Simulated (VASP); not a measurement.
Wanted: the native input for a VASP 6.6.1 run.

* Task: single point
* Functional: PBE
* Potentials or basis: VASP PAW PBE potentials, release 64 (K_sv, Cu, Pb_d)
* Cutoff: 520 eV
* k mesh: 3 × 3 × 4
* Occupations: gaussian, width 0.1 eV
* Spin: no spin polarisation
* Dipole correction: no
* Further INCAR settings: ALGO = Normal; EDIFF = 1e-06; NBANDS = 40

The structure of K4CuPb lies in POSCAR:

```
K4CuPb
1.0
    7.4303278090     -0.0000000032      0.0000000000
   -3.7151639018      6.4348526427      0.0000000000
    0.0000000000      0.0000000000      6.2343878969
K Cu Pb
4 1 1
Direct
    0.3333333333      0.6666666667      0.0000000000
    0.6892790695      0.8446395347      0.5000000000
    0.1553604653      0.8446395347      0.5000000000
    0.1553604653      0.3107209305      0.5000000000
    0.6666666667      0.3333333333      0.0000000000
    0.0000000000      0.0000000000      0.0000000000
```

The cell was built from a structure type or drawn by symmetry, and may not be a known phase.

The input as run:

INCAR

```
SYSTEM = K4CuPb
PREC = Accurate ; ENCUT = 520
EDIFF = 1E-6 ; ISMEAR = 0
SIGMA = 0.1 ; LREAL = .FALSE.
LASPH = .TRUE. ; NELM = 100
ALGO = Normal ; ISIF = 2
LWAVE = .FALSE. ; LCHARG = .FALSE.
GGA = PE ; NBANDS = 40
```

KPOINTS

```
regular mesh
0
G
  3 3 4
  0 0 0
```

Potentials or basis: VASP PAW PBE potentials, release 64 (K_sv, Cu, Pb_d).

Run with:

```sh
$ cat potpaw_PBE.64/K_sv/POTCAR potpaw_PBE.64/Cu/POTCAR potpaw_PBE.64/Pb_d/POTCAR > POTCAR
$ mpirun -np 1 vasp_std > vasp.out
```

Results of the run:

```
Pressure               : 0.0 GPa
Largest force          : 0.041 eV/Å
Band gap on the k mesh : zero (an odd number of electrons rules out a gap without spin polarisation)
```

Caveat: spin-orbit coupling is left out, which moves the levels of the heavy elements.

It took 120 s on 1 thread of AMD EPYC 9R45 96-Core Processor (Zen 5) (shared host), peak memory 0.41 GiB.
